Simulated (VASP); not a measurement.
# Cr (Im-3m) in VASP: notebook, part 3 of 3

VASP 6.6.1. Earlier steps stand in the parts before.

## (5) Single point, r2SCAN, collinear spin, antiferromagnetic start (13.48 Å³/atom)

This run uses another cell than the first one, of 13.48 Å³/atom.

POSCAR reads:

```
Cr
1.0
    2.9983053337      0.0000000000      0.0000000000
    0.0000000000      2.9983053337      0.0000000000
    0.0000000000      0.0000000000      2.9983053337
Cr
2
Direct
    0.0000000000      0.0000000000      0.0000000000
    0.5000000000      0.5000000000      0.5000000000
```

INCAR.step1 reads:

```
SYSTEM = Cr
PREC = Accurate
ENCUT = 520
ISMEAR = 0
SIGMA = 0.05
LREAL = .FALSE.
LASPH = .TRUE.
NELM = 150
ISPIN = 2
MAGMOM = 2.84 -2.84
LMAXMIX = 4
NBANDS = 23
GGA = PE
ALGO = Normal
EDIFF = 1E-4
LWAVE = .TRUE.
LCHARG = .FALSE.
```

INCAR.step2 reads:

```
SYSTEM = Cr
PREC = Accurate
ENCUT = 520
EDIFF = 1E-7
ISMEAR = 0
SIGMA = 0.05
LREAL = .FALSE.
LASPH = .TRUE.
NELM = 150
ALGO = Normal
ISIF = 2
LWAVE = .FALSE.
LCHARG = .FALSE.
ISPIN = 2
MAGMOM = 2.84 -2.84
LORBIT = 11
LMAXMIX = 4
METAGGA = R2SCAN
LMIXTAU = .TRUE.
NBANDS = 23
ISTART = 1
```

KPOINTS reads:

```
regular mesh
0
G
  16 16 16
  0 0 0
```

Potentials or basis: VASP PAW PBE potentials, release 64 (Cr_pv).

The run is started by

```console
$ cat potpaw_PBE.64/Cr_pv/POTCAR > POTCAR
$ cp INCAR.step1 INCAR
$ mpirun -np 1 vasp_std > vasp.out
$ cp INCAR.step2 INCAR
$ mpirun -np 1 vasp_std > vasp.out
```

OUTCAR:

```text
SYSTEM = Cr
   PREC = Accurate
   ENCUT = 520
   EDIFF = 1E-7
   ISMEAR = 0
   LREAL = .FALSE.
   LASPH = .TRUE.
   NELM = 150
   ISIF = 2
   ISPIN = 2
   LORBIT = 11
   METAGGA = R2SCAN
   ISTART = 1

 ion  position               nearest neighbor table
   1  0.000  0.000  0.000-   2 2.60   2 2.60   2 2.60   2 2.60   2 2.60   2 2.60   2 2.60   2 2.60

   2  0.500  0.500  0.500-   1 2.60   1 2.60   1 2.60   1 2.60   1 2.60   1 2.60   1 2.60   1 2.60

  LATTYP: Found a simple cubic cell.
 ALAT       =     2.9983053337

  Lattice vectors:

 A1 = (   2.9983053337,   0.0000000000,   0.0000000000)
 A2 = (   0.0000000000,   2.9983053337,   0.0000000000)
 A3 = (   0.0000000000,   0.0000000000,   2.9983053337)

Analysis of symmetry for initial positions (statically):
=====================================================================
 Subroutine PRICEL returns following result:

  LATTYP: Found a body centered cubic cell.
 ALAT       =     2.9983053337
[... 12 lines left out ...]
 Subroutine GETGRP returns: Found 48 space group operations
 (whereof 48 operations were pure point group operations)
 out of a pool of 48 trial point group operations.

The static configuration has the point symmetry O_h .

Analysis of symmetry for dynamics (positions and initial velocities):
=====================================================================
 Subroutine PRICEL returns following result:

  LATTYP: Found a body centered cubic cell.
 ALAT       =     2.9983053337
[... 12 lines left out ...]
 Subroutine GETGRP returns: Found 48 space group operations
 (whereof 48 operations were pure point group operations)
 out of a pool of 48 trial point group operations.

The dynamic configuration has the point symmetry O_h .

Analysis of structural, dynamic, and magnetic symmetry:
=====================================================================
 Subroutine PRICEL returns following result:

  LATTYP: Found a body centered cubic cell.
 ALAT       =     2.9983053337
[... 12 lines left out ...]
 Subroutine GETGRP returns: Found 48 space group operations
 (whereof 48 operations were pure point group operations)
 out of a pool of 48 trial point group operations.
[... 146 lines left out ...]
  free energy    TOTEN  =       -30.13707285 eV

  energy without entropy =      -30.13671075  energy(sigma->0) =      -30.13689180

 E-fermi :   9.4538     XC(G=0): -13.8332

 val. band max:        9.4180890671   @ k =   0.5000   0.0000   0.0000
 cond. band min:       9.4573753817   @ k =   0.5000   0.5000   0.0000
 fundamental gap:      0.0392863146
 Fermi energy:         9.4538109180

 spin component 1

 k-point     1 :       0.0000    0.0000    0.0000
  band No.  band energies     occupation
      1     -36.8626      1.00000
      2     -36.8626      1.00000
      3     -36.8626      1.00000
      4     -33.2523      1.00000
      5     -33.2522      1.00000
      6     -33.2522      1.00000
[... 613 lines left out ...]
     22      23.3978      0.00000
     23      26.1959      0.00000

 [... further k-points ...]

 spin component 2

 k-point     1 :       0.0000    0.0000    0.0000
  band No.  band energies     occupation
      1     -36.8626      1.00000
      2     -36.8626      1.00000
      3     -36.8626      1.00000
      4     -33.2523      1.00000
      5     -33.2522      1.00000
      6     -33.2522      1.00000
[... 613 lines left out ...]
     22      23.3978      0.00000
     23      26.1959      0.00000

 [... further k-points ...]

------------------------ aborting loop because EDIFF is reached ----------------------------------------

  FORCE on cell =-STRESS in cart. coord.  units (eV):
  Direction    XX          YY          ZZ          XY          YZ          ZX
  --------------------------------------------------------------------------------------
  -------------------------------------------------------------------------------------
  Total       -0.5355177     -0.5355177     -0.5355177      0.0000000     -0.0000000      0.0000000
  in kB      -31.8314820    -31.8314820    -31.8314820      0.0000000     -0.0000000      0.0000000
  external PRESSURE =     -31.8314820 kB  Pullay stress =       0.0000000 kB

 VOLUME and BASIS-vectors are now :
 -----------------------------------------------------------------------------
  energy-cutoff  :      520.00
  volume of cell :       26.95
      direct lattice vectors                 reciprocal lattice vectors
     2.998305334  0.000000000  0.000000000     0.333521736  0.000000000  0.000000000
     0.000000000  2.998305334  0.000000000     0.000000000  0.333521736  0.000000000
     0.000000000  0.000000000  2.998305334     0.000000000  0.000000000  0.333521736

 POSITION                                       TOTAL-FORCE (eV/Angst)
 -----------------------------------------------------------------------------------
      0.00000      0.00000      0.00000        -0.000000     -0.000000     -0.000000
      1.49915      1.49915      1.49915         0.000000      0.000000      0.000000
 -----------------------------------------------------------------------------------
    total drift:                                0.000000      0.000000     -0.000000

  FREE ENERGIE OF THE ION-ELECTRON SYSTEM (eV)
  ---------------------------------------------------
  free  energy   TOTEN  =       -30.1370728537 eV

  energy  without entropy=      -30.1367107482  energy(sigma->0) =      -30.13689180

 total charge

# of ion       s       p       d       tot
------------------------------------------
    1        0.638   6.333   4.045  11.016
    2        0.638   6.333   4.045  11.016
--------------------------------------------------
tot          1.277  12.665   8.089  22.031

 magnetization (x)

# of ion       s       p       d       tot
------------------------------------------
    1        0.100   0.045   2.688   2.833
    2       -0.100  -0.045  -2.688  -2.833
--------------------------------------------------
tot          0.000   0.000   0.000   0.000
```

OUTCAR.step1:

```text
SYSTEM = Cr
   PREC = Accurate
   ENCUT = 520
   ISMEAR = 0
   LREAL = .FALSE.
   LASPH = .TRUE.
[... 1522 lines left out ...]
      0.00000      0.00000      0.00000        -0.000000     -0.000000     -0.000000
      1.49915      1.49915      1.49915         0.000000      0.000000      0.000000
 -----------------------------------------------------------------------------------
    total drift:                                0.000000      0.000000     -0.000000

  FREE ENERGIE OF THE ION-ELECTRON SYSTEM (eV)
  ---------------------------------------------------
  free  energy   TOTEN  =       -18.8679191937 eV

  energy  without entropy=      -18.8671193253  energy(sigma->0) =      -18.86751926
```

OSZICAR.step1:

```text
N       E                     dE             d eps       ncg     rms          rms(c)
DAV:   1     0.245427707728E+03    0.24543E+03   -0.13349E+04 15180   0.124E+03
DAV:   2    -0.134310656838E+02   -0.25886E+03   -0.24975E+03 15474   0.374E+02
DAV:   3    -0.214113501804E+02   -0.79803E+01   -0.79318E+01 18372   0.785E+01
DAV:   4    -0.214871346450E+02   -0.75784E-01   -0.75681E-01 17976   0.755E+00
DAV:   5    -0.214882756099E+02   -0.11410E-02   -0.11404E-02 16636   0.893E-01    0.179E+01
DAV:   6    -0.186723351327E+02    0.28159E+01   -0.96727E+00 16153   0.358E+01    0.776E+00
DAV:   7    -0.188529853637E+02   -0.18065E+00   -0.63460E-01 16237   0.737E+00    0.366E+00
DAV:   8    -0.188666817667E+02   -0.13696E-01   -0.39534E-02 16963   0.145E+00    0.992E-01
DAV:   9    -0.188662026376E+02    0.47913E-03   -0.64473E-02 17151   0.121E+00    0.461E-01
DAV:  10    -0.188676524560E+02   -0.14498E-02   -0.73049E-03 17678   0.486E-01    0.178E-01
DAV:  11    -0.188678834497E+02   -0.23099E-03   -0.16532E-03 17315   0.232E-01    0.943E-02
DAV:  12    -0.188679191937E+02   -0.35744E-04   -0.39715E-04 14220   0.816E-02
   1 F= -.18867919E+02 E0= -.18867519E+02  d E =-.799868E-03  mag=    -0.0000
```

Wall time 15 min (1 thread of Oxide Virtual Turin-like, shared host); peak memory 0.22 GiB.

Results:

```
Free energy                                           : -30.1371 eV
Pressure                                              : -3.2 GPa
Band gap on the k mesh                                : zero (filled and empty bands overlap)
Net moment                                            : 0.00 μB per cell
Site moments                                          : Cr +2.83, -2.83 μB
Valence electrons inside the program's atomic spheres : Cr 11.02
```

Levels at points of the mesh, in eV from the Fermi level:
Spin up:
| k point | band 8 | band 9 | band 10 | band 11 | band 12 | band 13 | band 14 | band 15 | band 16 | band 17 |
| --- | --- | --- | --- | --- | --- | --- | --- | --- | --- | --- |
| (0.00, 0.00, 0.00) | -4.04 | -4.04 | -1.63 | -1.63 | -1.63 | 0.88 | 1.57 | 1.57 | 3.09 | 3.09 |
| (0.50, 0.00, 0.00) | -3.99 | -2.74 | -2.02 | -2.02 | -1.19 | -0.04 | 0.68 | 1.13 | 1.28 | 1.28 |
| (0.50, 0.50, 0.00) | -4.28 | -2.71 | -2.71 | 0.00 | 0.12 | 0.12 | 0.63 | 1.00 | 1.79 | 3.08 |
| (0.50, 0.50, 0.50) | -3.43 | -3.43 | -1.32 | -1.32 | -1.32 | 0.05 | 0.05 | 0.84 | 3.14 | 3.14 |
Spin down:
| k point | band 8 | band 9 | band 10 | band 11 | band 12 | band 13 | band 14 | band 15 | band 16 | band 17 |
| --- | --- | --- | --- | --- | --- | --- | --- | --- | --- | --- |
| (0.00, 0.00, 0.00) | -4.04 | -4.04 | -1.63 | -1.63 | -1.63 | 0.88 | 1.57 | 1.57 | 3.09 | 3.09 |
| (0.50, 0.00, 0.00) | -3.99 | -2.74 | -2.02 | -2.02 | -1.19 | -0.04 | 0.68 | 1.13 | 1.28 | 1.28 |
| (0.50, 0.50, 0.00) | -4.28 | -2.71 | -2.71 | 0.00 | 0.12 | 0.12 | 0.63 | 1.00 | 1.79 | 3.08 |
| (0.50, 0.50, 0.50) | -3.43 | -3.43 | -1.32 | -1.32 | -1.32 | 0.05 | 0.05 | 0.84 | 3.14 | 3.14 |

Caveat: the cell stands under tension; the antiferromagnetic order is the one typed at the start, and another may lie lower; the PAW data sets were made with another functional, which shifts forces and pressure a little.

## (6) Single point, r2SCAN, collinear spin, ferromagnetic start

This run uses another cell than the first one: it holds 1 atom, not 2.

POSCAR reads:

```
Cr
1.0
   -1.4248379334      1.4248379334      1.4248379334
    1.4248379334     -1.4248379334      1.4248379334
    1.4248379334      1.4248379334     -1.4248379334
Cr
1
Direct
    0.0000000000      0.0000000000      0.0000000000
```

INCAR.step1 reads:

```
SYSTEM = Cr
ALGO = Normal ; EDIFF = 1E-4
ENCUT = 520 ; GGA = PE
ISMEAR = 0 ; ISPIN = 2
LASPH = .TRUE. ; LCHARG = .FALSE.
LMAXMIX = 4 ; LREAL = .FALSE.
LWAVE = .TRUE. ; MAGMOM = 2
NBANDS = 16 ; NELM = 150
PREC = Accurate ; SIGMA = 0.05
```

INCAR.step2 reads:

```
SYSTEM = Cr
ALGO = Normal ; EDIFF = 1E-7
ENCUT = 520 ; ISIF = 2
ISMEAR = 0 ; ISPIN = 2
ISTART = 1 ; LASPH = .TRUE.
LCHARG = .FALSE. ; LMAXMIX = 4
LMIXTAU = .TRUE. ; LORBIT = 11
LREAL = .FALSE. ; LWAVE = .FALSE.
MAGMOM = 2 ; METAGGA = R2SCAN
NBANDS = 16 ; NELM = 150
PREC = Accurate ; SIGMA = 0.05
```

KPOINTS reads:

```
k-points
0
G
  22 22 22
  0 0 0
```

Potentials or basis: VASP PAW PBE potentials, release 64 (Cr_pv).

The run is started by

```console
$ cat potpaw_PBE.64/Cr_pv/POTCAR > POTCAR
$ cp INCAR.step1 INCAR
$ mpirun -np 1 vasp_std > vasp.out
$ cp INCAR.step2 INCAR
$ mpirun -np 1 vasp_std > vasp.out
```

Wall time 10 min (1 thread of Oxide Virtual Turin-like, shared host); peak memory 0.16 GiB.

It converged, with:

| Item | Value |
| --- | --- |
| Free energy | -14.8024 eV |
| Pressure | -5.1 GPa |
| Band gap on the k mesh | zero (filled and empty bands overlap) |
| Net moment | 0.00 μB per cell |
| Valence electrons inside the program's atomic spheres | Cr 11.28 |

Levels at points of the mesh, in eV from the Fermi level:
Spin up:
```tsv
k point	band 3	band 4	band 5	band 6	band 7	band 8	band 9	band 10
(0.00, 0.00, 0.00)	-44.32	-8.40	-0.94	-0.94	-0.94	1.43	1.43	3.19
(0.50, 0.00, 0.00)	-44.33	-4.63	-2.57	0.96	1.34	1.78	2.90	3.12
(0.50, 0.50, 0.50)	-44.97	-4.37	-4.37	2.51	2.51	2.51	3.12	10.98
```
Spin down:
```
           k point  band 2  band 3  band 4  band 5  band 6  band 7  band 8  band 9  band 10  band 11
(0.00, 0.00, 0.00)  -44.32  -44.32   -8.40   -0.94   -0.94   -0.94    1.43    1.43     3.19    23.11
(0.50, 0.00, 0.00)  -44.62  -44.33   -4.63   -2.57    0.96    1.34    1.78    2.90     3.12    10.33
(0.50, 0.50, 0.50)  -44.97  -44.97   -4.37   -4.37    2.51    2.51    2.51    3.12    10.98    10.98
```

Caveat: the cell stands under tension; the moments typed at the start vanished in this run; the PAW data sets were made with another functional, which shifts forces and pressure a little.

## (7) Summary

```tsv
cell	gap on the mesh (eV)	pressure (GPa)	moment (μB)
a = 2.959 Å, 2 atoms	none	0.5	0.00
a = 2.979 Å, 2 atoms	none	-1.5	0.00
a = 2.998 Å, 2 atoms	none	-3.2	0.00
```

Alike in all rows: task single point; level r2SCAN; potentials or basis VASP PAW PBE potentials, release 64 (Cr_pv); spin collinear, antiferromagnetic start; k mesh 16 × 16 × 16; cutoff (eV) 520; smearing gaussian 0.05 eV.

Caveats: the antiferromagnetic order is the one typed at the start, and another may lie lower; the PAW data sets were made with another functional, which shifts forces and pressure a little; the cell stands under tension (at least some runs).

Absolute energies hang on the potentials; compare differences alone.

The gap in the log of VASP goes by the Fermi energy; the results here count the filled bands.